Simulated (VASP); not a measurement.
# Be (Im-3m) in VASP: further runs

Be is run at these levels: PBE; tasks: single point, relaxation of cell and atoms.

All numbers are computed with VASP 6.6.1; they aren't measurements. Logs are shortened: lines on timing, memory, paths and dates and some standing lists are left out, and cuts for length are marked.

## (1) The cell of the first run

It takes space group Im-3m (No. 229, cubic). The conventional cell has a = 2.500 Å, b = 2.500 Å, c = 2.500 Å, α = 90.00°, β = 90.00°, γ = 90.00°. Be (site symmetry m-3m) has 14 Be at 2.17 to 2.50 Å within 2.9 Å.

## (2) Single point, PBE

The input, INCAR:

```
PREC = Accurate ; ENCUT = 520
EDIFF = 1E-6 ; ISMEAR = 0
SIGMA = 0.1 ; LREAL = False
LASPH = True ; NELM = 100
ALGO = Normal ; ISIF = 2
LWAVE = False ; LCHARG = True
GGA = PE ; LELF = True
LVHAR = True ; NBANDS = 7
```

The input, KPOINTS:

```
Automatic mesh
0
Gamma
  30 30 30
```

The input, POSCAR:

```
Be
1.0
   -1.2500918509      1.2500918509      1.2500918509
    1.2500918509     -1.2500918509      1.2500918509
    1.2500918509      1.2500918509     -1.2500918509
Be
1
Direct
    0.0000000000      0.0000000000      0.0000000000
```

Potentials or basis: VASP PAW PBE potentials, release 64 (Be).

The run is started by

```sh
> cat potpaw_PBE.64/Be/POTCAR > POTCAR
> mpirun -np 1 vasp_std > vasp.out
```

OUTCAR:

```text
PREC = Accurate
   ENCUT = 520
   EDIFF = 1E-6
   ISMEAR = 0
   LREAL = False
   LASPH = True
   NELM = 100
   ISIF = 2
   GGA = PE

 ion  position               nearest neighbor table
   1  0.000  0.000  0.000-

  LATTYP: Found a body centered cubic cell.
 ALAT       =     2.5001837018

  Lattice vectors:

 A1 = (  -1.2500918509,   1.2500918509,   1.2500918509)
 A2 = (   1.2500918509,  -1.2500918509,   1.2500918509)
 A3 = (   1.2500918509,   1.2500918509,  -1.2500918509)

Analysis of symmetry for initial positions (statically):
=====================================================================
 Subroutine PRICEL returns:
 Original cell was already a primitive cell.

 Routine SETGRP: Setting up the symmetry group for a
 body centered cubic supercell.

 Subroutine GETGRP returns: Found 48 space group operations
 (whereof 48 operations were pure point group operations)
 out of a pool of 48 trial point group operations.

The static configuration has the point symmetry O_h .

Analysis of symmetry for dynamics (positions and initial velocities):
=====================================================================
 Subroutine PRICEL returns:
 Original cell was already a primitive cell.

 Routine SETGRP: Setting up the symmetry group for a
 body centered cubic supercell.

 Subroutine GETGRP returns: Found 48 space group operations
 (whereof 48 operations were pure point group operations)
 out of a pool of 48 trial point group operations.

The dynamic configuration has the point symmetry O_h .

 Subroutine INISYM returns: Found 48 space group operations
 (whereof 48 operations are pure point group operations),
 and found     1 'primitive' translations

----------------------------------------------------------------------------------------

                                     Primitive cell

  volume of cell :       7.8142

  direct lattice vectors                    reciprocal lattice vectors
    -1.250091851  1.250091851  1.250091851     0.000000000  0.399970610  0.399970610
     1.250091851 -1.250091851  1.250091851     0.399970610  0.000000000  0.399970610
     1.250091851  1.250091851 -1.250091851     0.399970610  0.399970610  0.000000000

  length of vectors
     2.165222600  2.165222600  2.165222600     0.565643861  0.565643861  0.565643861

  position of ions in fractional coordinates (direct lattice)
     0.000000000  0.000000000  0.000000000

  ion indices of the primitive-cell ions
   primitive index   ion index
                 1           1
[... 67 lines left out ...]
   LNONCOLLINEAR =      F non collinear calculations
   LSORBIT =      F    spin-orbit coupling
   LASPH  =      T    aspherical Exc in radial PAW
   ENCUT  =  520.0 eV  38.22 Ry    6.18 a.u.   4.03  4.03  4.03*2*pi/ulx,y,z
   NELM   =    100;   NELMIN=  2; NELMDL= -5     # of ELM steps
   EDIFF  = 0.1E-05   stopping-criterion for ELM
   LREAL  =      F    real-space projection
   EDIFFG = 0.1E-04   stopping-criterion for IOM
   NSW    =      0    number of steps for IOM
   IBRION =     -1    ionic relax: 0-MD 1-quasi-New 2-CG
   NFREE  =      0    steps in history (QN), initial steepest desc. (CG)
   ISIF   =      2    stress and relaxation
   ISYM   =      2    0-nonsym 1-usesym 2-fastsym
   POTIM  = 0.5000    time-step for ionic-motion
   TEBEG  =    0.0;   TEEND  =   0.0 temperature during run
   PSTRESS=    0.0 pullay stress
   NELECT =       2.0000    total number of electrons
   NUPDOWN=      -1.0000    fix difference up-down
   EMIN   =  10.00;   EMAX   =-10.00  energy-range for DOS
   EFERMI =   0.00;   METHOD = LEGACY
   ISMEAR =     0;   SIGMA  =   0.10  broadening in eV -4-tet -1-fermi 0-gaus
   EFERMI_NEDOS =   21; number of points for ismear=-14 and -15
   IALGO  =     38    algorithm
   IMIX   =      4    mixing-type and parameters
     AMIX     =   0.40;   BMIX     =  1.00
     AMIX_MAG =   1.60;   BMIX_MAG =  1.00
  volume/ion in A,a.u.               =       7.81        52.73
  Fermi-wavevector in a.u.,A,eV,Ry     =   1.039416  1.964212 14.699551  1.080387
  Thomas-Fermi vector in A             =   2.173946
   LORBIT       =      0    0 simple, 1 ext, 2 COOP (PROOUT), +10 PAW based schemes
   GGA     = PE    functional components
   LHFCALC =     F    Hartree Fock is set to
   AEXX    =    0.0000 exact exchange contribution
   IVDW    =     0    specifies the selected vdW correction
   LEPSILON=     F    determine dielectric tensor
   LRPA    =     F    only Hartree local field effects (RPA)
 non-spin polarized calculation
 Gauss-broadening in eV      SIGMA  =   0.10
  energy-cutoff  :      520.00
  volume of cell :        7.81
 maximum number of plane-waves:       236
   NGX =  7   NGY =  7   NGZ =  7

 number of electron       2.0000000 magnetization

 Free energy of the ion-electron system (eV)
  ---------------------------------------------------
  ext. energy  EPLUGINS =         0.00000000
  ---------------------------------------------------
  free energy    TOTEN  =        -3.66741508 eV

  energy without entropy =       -3.66696446  energy(sigma->0) =       -3.66718977

 E-fermi :   8.0294     XC(G=0): -10.6508

 val. band max:        7.9955866161   @ k =  -0.4000  -0.4000   0.1333
 cond. band min:       8.0410679312   @ k =   0.2667   0.2667   0.1667
 fundamental gap:      0.0454813151
 Fermi energy:         8.0294285043

 k-point     1 :       0.0000    0.0000    0.0000
  band No.  band energies     occupation
      1      -4.2951      2.00000
      2      27.4412      0.00000
      3      27.4412      0.00000
      4      27.4412      0.00000
      5      38.8268      0.00000
      6      38.8268      0.00000
      7      38.8268      0.00000
[... 221 lines left out ...]
 k-point    24 :       0.2667    0.0333    0.0000
  band No.  band energies     occupation
      1      -1.4491      2.00000
      2      16.3914      0.00000
      3      22.1053      0.00000
      4      24.6425      0.00000
      5      31.0566      0.00000
      6      33.4977      0.00000
      7      40.0821      0.00000

 [... further k-points ...]
[... 5 lines left out ...]
  --------------------------------------------------------------------------------------
  -------------------------------------------------------------------------------------
  Total        0.0076543      0.0076543      0.0076543      0.0000000     -0.0000000     -0.0000000
  in kB        1.5693946      1.5693946      1.5693946      0.0000000     -0.0000000     -0.0000000
  external PRESSURE =       1.5693946 kB  Pullay stress =       0.0000000 kB

 VOLUME and BASIS-vectors are now :
 -----------------------------------------------------------------------------
  energy-cutoff  :      520.00
  volume of cell :        7.81
      direct lattice vectors                 reciprocal lattice vectors
    -1.250091851  1.250091851  1.250091851     0.000000000  0.399970610  0.399970610
     1.250091851 -1.250091851  1.250091851     0.399970610  0.000000000  0.399970610
     1.250091851  1.250091851 -1.250091851     0.399970610  0.399970610  0.000000000

 POSITION                                       TOTAL-FORCE (eV/Angst)
 -----------------------------------------------------------------------------------
      0.00000      0.00000      0.00000         0.000000      0.000000      0.000000
 -----------------------------------------------------------------------------------
    total drift:                                0.000000      0.000000      0.000000

  FREE ENERGIE OF THE ION-ELECTRON SYSTEM (eV)
  ---------------------------------------------------
  free  energy   TOTEN  =        -3.6674150808 eV

  energy  without entropy=       -3.6669644630  energy(sigma->0) =       -3.66718977
```

OSZICAR:

```text
N       E                     dE             d eps       ncg     rms          rms(c)
DAV:   1    -0.238955302635E+01   -0.23896E+01   -0.11623E+03 11403   0.236E+02
DAV:   2    -0.369595129544E+01   -0.13064E+01   -0.12624E+01 14455   0.259E+01
DAV:   3    -0.369784408547E+01   -0.18928E-02   -0.18927E-02 11858   0.900E-01
DAV:   4    -0.369784442131E+01   -0.33584E-06   -0.33543E-06 15883   0.121E-02
DAV:   5    -0.369784442153E+01   -0.22645E-09   -0.30545E-10 11970   0.494E-05    0.788E-01
DAV:   6    -0.367599402082E+01    0.21850E-01   -0.24663E-03 11725   0.483E-01    0.485E-01
DAV:   7    -0.366743748005E+01    0.85565E-02   -0.24253E-03 11256   0.504E-01    0.182E-02
DAV:   8    -0.366741486448E+01    0.22616E-04   -0.81563E-06 11900   0.247E-02    0.680E-03
DAV:   9    -0.366741508079E+01   -0.21631E-06   -0.98812E-07 12691   0.703E-03
   1 F= -.36674151E+01 E0= -.36671898E+01  d E =-.450618E-03
```

It took 8.6 s on 1 thread of Intel Xeon Platinum 8375C at 2.90GHz (Ice Lake), shared host; peak memory 0.14 GiB.

Results:

```yaml
Free_energy: -3.6674 eV
Pressure: 0.2 GPa
Band_gap_on_the_k_mesh: zero (band 1 reaches 11.97 eV, above the bottom of band 2 at 6.62 eV)
```

Levels at points of the mesh, in eV from the Fermi level:
```
           k point  band 1  band 2  band 3  band 4  band 5
(0.00, 0.00, 0.00)  -12.32   19.41   19.41   19.41   30.80
(0.50, 0.00, 0.00)   -5.29    0.35   12.27   15.48   20.42
(0.50, 0.50, 0.50)    3.94    3.94    3.94    9.79    9.79
```

## (3) Relaxation of cell and atoms, PBE

The input, INCAR:

```
SYSTEM = Be
  ALGO = Fast
  EDIFF = 1E-7
  EDIFFG = -0.01
  ENCUT = 600
  GGA = PE
  IBRION = 2
  ISIF = 3
  ISMEAR = 0
  LASPH = .TRUE.
  LCHARG = .FALSE.
  LREAL = .FALSE.
  LWAVE = .FALSE.
  NELM = 80
  NSW = 100
  PREC = Accurate
  SIGMA = 0.1
```

The input, KPOINTS:

```
k-points
0
G
  30 30 30
  0 0 0
```

The input, POSCAR:

```
Be
1.0
   -1.2496087204      1.2496087204      1.2496087204
    1.2496087204     -1.2496087204      1.2496087204
    1.2496087204      1.2496087204     -1.2496087204
Be
1
Direct
    0.0000000000      0.0000000000      0.0000000000
```

Potentials or basis: VASP PAW PBE potentials, release 64 (Be).

The run is started by

```sh
> cat potpaw_PBE.64/Be/POTCAR > POTCAR
> mpirun -np 1 vasp_std > vasp.out
```

It took 26 s on 1 thread of Intel Xeon Platinum 8375C at 2.90GHz (Ice Lake), shared host; peak memory 0.15 GiB.

It converged, with:

| Quantity | Value |
| --- | --- |
| Free energy | -3.6674 eV |
| Relaxed volume | 7.82 Å³/atom |
| Relaxed cell | a = 2.166 Å, b = 2.166 Å, c = 2.166 Å, α = 109.47°, β = 109.47°, γ = 109.47° |
| Space group after relaxing (to 0.05 Å) | Im-3m (No. 229) |
| Energy gained by relaxing | 0.0 meV/atom |
| Ionic steps | 2 |
| Pressure after relaxing | 0.0 GPa |
| Band gap on the k mesh | zero (band 1 reaches 11.96 eV, above the bottom of band 2 at 6.61 eV) |

Final structure:
```
CELL_PARAMETERS angstrom
-1.25051 1.25051 1.25051
1.25051 -1.25051 1.25051
1.25051 1.25051 -1.25051
ATOMIC_POSITIONS crystal
Be 0.00000 0.00000 0.00000
```

Levels at points of the mesh, in eV from the Fermi level:
| k point | band 1 | band 2 | band 3 | band 4 |
| --- | --- | --- | --- | --- |
| (0.00, 0.00, 0.00) | -12.32 | 19.40 | 19.40 | 19.40 |
| (0.50, 0.00, 0.00) | -5.28 | 0.35 | 12.26 | 15.47 |
| (0.50, 0.50, 0.50) | 3.94 | 3.94 | 3.94 | 9.79 |
